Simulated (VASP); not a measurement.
RbBi3: single point with PBE

RbBi3:

```
Rb Bi
1.0
     6.22039    0.00000    0.00000
    -3.11019    5.38701    0.00000
     0.00000    0.00000    3.19241
Rb Bi
1 3
Direct
  0.00000 0.00000 0.50000
  0.50000 0.00000 0.00000
  0.50000 0.50000 0.00000
  0.00000 0.50000 0.00000
```

```
Program             : VASP 6.6.1
Task                : single point
Functional          : PBE
Potentials or basis : VASP PAW PBE potentials, release 64 (Rb_sv, Bi_d)
Cutoff              : 520 eV
k mesh              : 3 × 3 × 6
Occupations         : gaussian, width 0.1 eV
Spin                : no spin polarisation
```

- Pressure: 17.4 GPa
- Band gap on the k mesh: zero (band 27 reaches 11.04 eV, above the bottom of band 28 at 5.35 eV)

Stress tensor (GPa, compression positive):
```
16.80  0.00  0.00
 0.00 16.80  0.00
 0.00  0.00 18.45
```

Levels at points of the mesh, in eV from the Fermi level:
```csv
k point,band 25,band 26,band 27,band 28,band 29,band 30
"(0.00, 0.00, 0.00)",-3.74,1.51,2.50,2.54,4.35,4.36
"(0.00, 0.00, 0.50)",-3.37,-3.37,-3.19,-3.19,2.18,4.54
```

It took 70 s on 1 thread of Intel Xeon 8259CL (shared host), peak memory 0.23 GiB.

Caveat: the k points lie up to 0.39 Å⁻¹ apart; spin-orbit coupling is left out, which moves the levels of the heavy elements.
